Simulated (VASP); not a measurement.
# ZnS: single point with PBEsol

ZnS:

```
Zn S
1.0
     0.00000    2.50924    2.50924
     2.50924    0.00000    2.50924
     2.50924    2.50924    0.00000
Zn S
1 1
Direct
  0.00000 0.00000 0.00000
  0.50000 0.50000 0.50000
```

```
Program             : VASP 6.6.1
Task                : single point
Functional          : PBEsol
Potentials or basis : VASP PAW PBE potentials, release 64 (Zn, S)
Cutoff              : 520 eV
k mesh              : 8 × 8 × 8
Occupations         : fermi-dirac, width 0.02 eV
Spin                : no spin polarisation
```

The pressure is 0.3 GPa and the band gap on the k mesh is zero (bands 9 and 10 overlap by 0.40 eV).

Levels at points of the mesh, in eV from the Fermi level:
```tsv
k point	band 5	band 6	band 7	band 8	band 9	band 10	band 11	band 12	band 13	band 14
(0.00, 0.00, 0.00)	-6.43	-6.43	-0.69	-0.69	-0.69	2.00	8.92	8.92	8.92	11.68
(0.50, 0.00, 0.00)	-6.24	-6.24	-5.54	-0.13	-0.13	3.68	5.40	5.40	7.72	13.37
(0.50, 0.50, 0.00)	-6.19	-5.71	-5.65	-2.76	-2.76	-0.44	5.14	12.05	12.57	12.57
```

It took 23 s on 1 thread of Intel Xeon 8259CL, on a shared host, peak memory 0.16 GiB.

Caveat: semilocal functionals underestimate gaps, so a narrow gap can read as zero; the PAW data sets were made with another functional, which shifts forces and pressure a little.
